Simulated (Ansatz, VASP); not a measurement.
**One calculation of Rh, two programs**

File INCAR:

```
  PREC = Accurate
  ENCUT = 400
  EDIFF = 1E-8
  ISMEAR = -1
  SIGMA = 0.08
  LREAL = F
  LASPH = T
  NELM = 120
  ALGO = Normal
  ISIF = 2
  LWAVE = F
  LCHARG = F
  GGA = PS
  LEFG = T
  NBANDS = 14
  GGA_COMPAT = F
```

The input KPOINTS:

```
regular mesh
0
Gamma
  16 16 16
```

POSCAR

```
Rh
1.0
    0.0000000000      1.9015500000      1.8445035000
    1.9015500000      0.0000000000      1.8445035000
    1.9015500000      1.9015500000      0.0000000000
Rh
1
Direct
    0.0000000000      0.0000000000      0.0000000000
```

Input for Ansatz:

```yaml
crystal:
  lattice:
    - [0.0, 1.90155, 1.8445035]
    - [1.90155, 0.0, 1.8445035]
    - [1.90155, 1.90155, 0.0]
  atoms:
    - { symbol: Rh, position: [0.0, 0.0, 0.0] }
kpoints:
  mp_grid: { grid: [16, 16, 16] }
scf:
  occupations: { method: fermi_dirac, width: 0.08 }
hamiltonian:
  xc: pbesol
  pseudopotentials: { kind: all_electron, datasets: crystal }
output:
  forces: true
  stress: true
  eigenvalues: true
  efg: { contact_densities: true }
```

Change from the starting cell: zz strain of -3 %, crystal datasets.

Alike in both runs: task electric field gradients; functional PBEsol; k mesh 16 × 16 × 16; occupations fermi-dirac, width 0.08 eV; no spin polarisation.

```csv
,VASP,Ansatz
version,VASP 6.6.1,Ansatz 0.2.0
potentials or method,"VASP PAW PBE potentials, release 64 (Rh_pv), cutoff 400 eV","all-electron PAW with datasets made for the crystal, scalar-relativistic"
```

Ansatz gave:

| Item | Value |
| --- | --- |
| pressure (GPa) | 4.1 |
| traceless stress, the component that is largest in VASP (GPa) | 5.27 |
| size of Vzz on the site where it differs most (V/Å²) | 3.9 |

Problem. What did VASP give for the same quantities?

Solution. Pressure (GPa): 2.8; traceless stress, the component that is largest in VASP (GPa): 5.25; size of Vzz on the site where it differs most (V/Å²): 3.3.

VASP's potentials were made for PBE, not for PBEsol. Ansatz ran all-electron here, and VASP with PAW potentials.
